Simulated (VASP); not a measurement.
Set up this calculation in VASP 6.6.1, as the native input.

```yaml
Task: single point
Functional: PBEsol
Potentials_or_basis: VASP PAW PBE potentials, release 64 (B)
Cutoff: 500 eV
k_mesh: 24 × 24 × 24
Occupations: gaussian, width 0.1 eV
Spin: no spin polarisation
Dipole_correction: no
Further_INCAR_settings: ALGO = Normal; EDIFF = 1e-06; NBANDS = 10
```

The structure of B lies in POSCAR:

```
B
1.0
    0.0000000000      2.0160369080      2.0160369080
    2.0160369080      0.0000000000      2.0160369080
    2.0160369080      2.0160369080      0.0000000000
B
2
Direct
    0.0000000000      0.0000000000      0.0000000000
    0.2500000000      0.2500000000      0.2500000000
```

This isn't the form of B at room conditions, which is rhombohedral.

These files were run (other wordings do the same):

INCAR

```
  PREC = Accurate
  ENCUT = 500
  EDIFF = 1E-6
  ISMEAR = 0
  SIGMA = 0.1
  LREAL = False
  LASPH = True
  NELM = 120
  ALGO = Normal
  ISIF = 2
  LWAVE = False
  LCHARG = False
  GGA = PS
  NBANDS = 10
  GGA_COMPAT = False
```

KPOINTS

```
regular mesh
0
Gamma
  24 24 24
```

Potentials or basis: VASP PAW PBE potentials, release 64 (B).

Run with:

```console
$ cat potpaw_PBE.64/B/POTCAR > POTCAR
$ mpirun -np 1 vasp_std > vasp.out
```

Results of the run:

```
Pressure               : 0.2 GPa
Band gap on the k mesh : zero (bands 3 and 4 overlap by 7.35 eV)
```

Caveat: the PAW data sets were made with another functional, which shifts forces and pressure a little.

Run time: 17 s on 1 thread of Intel(R) Xeon(R) 6975P-C (Granite Rapids) (shared host), peak memory 0.17 GiB.
